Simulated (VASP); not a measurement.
Input of a VASP 6.6.1 run:

The input INCAR:

```
PREC = Accurate
ENCUT = 520
EDIFF = 1E-6
ISMEAR = -1
SIGMA = 0.05
LREAL = False
LASPH = True
NELM = 80
ALGO = Normal
ISIF = 2
LWAVE = False
LCHARG = False
NBANDS = 10
```

Contents of KPOINTS:

```
Automatic mesh
0
Gamma
  12 12 12
```

Contents of POSCAR:

```
Na
1.0
    3.2932823598      0.0000000000      0.0000000000
    0.0000000000      3.2932823598      0.0000000000
    0.0000000000      0.0000000000      3.2932823598
Na
1
Direct
    0.0000000000      0.0000000000      0.0000000000
```

Potentials or basis: VASP PAW LDA potentials, release 64 (Na_pv).

Command:

```bash
$ cat potpaw_LDA.64/Na_pv/POTCAR > POTCAR
$ mpirun -np 1 vasp_std > vasp.out
```

(1) Estimate the pressure.

(2) Estimate the band gap on the k mesh.

## Answers

(1) 0.0 GPa.

(2) zero (an odd number of electrons rules out a gap without spin polarisation).
